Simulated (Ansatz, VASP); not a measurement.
## Two plane-wave programs on BAs

```
B As
1.0
     0.00000    2.41555    2.41555
     2.41555    0.00000    2.41555
     2.41555    2.41555    0.00000
B As
1 1
Direct
  0.00000 0.00000 0.00000
  0.25000 0.25000 0.25000
```

Alike in both runs: task single point; functional r2SCAN; k mesh 8 × 8 × 8; no spin polarisation.

|  | VASP | Ansatz |
| --- | --- | --- |
| version | VASP 6.6.1 | Ansatz 0.2.0 |
| potentials or method | VASP PAW PBE potentials, release 64 (B, As) | plane waves, PAW |
| plane-wave cutoff (eV) | 520 | 500 |
| occupations | gaussian, width 0.01 eV | fixed |
| valence electrons in the cell | 8 | 18 |

Ansatz gave:

| Property | Result |
| --- | --- |
| gap on the k mesh at the Fermi level (eV) | 1.41 |
| pressure (GPa) | -3.9 |

Estimate VASP's values.

gap on the k mesh at the Fermi level (eV): 1.41; pressure (GPa): -3.7.

VASP's potentials were made for PBE, not for r2SCAN. VASP's potentials hold 8 valence electrons a cell and Ansatz's 18, so a difference there can come from the potentials and not from the codes.
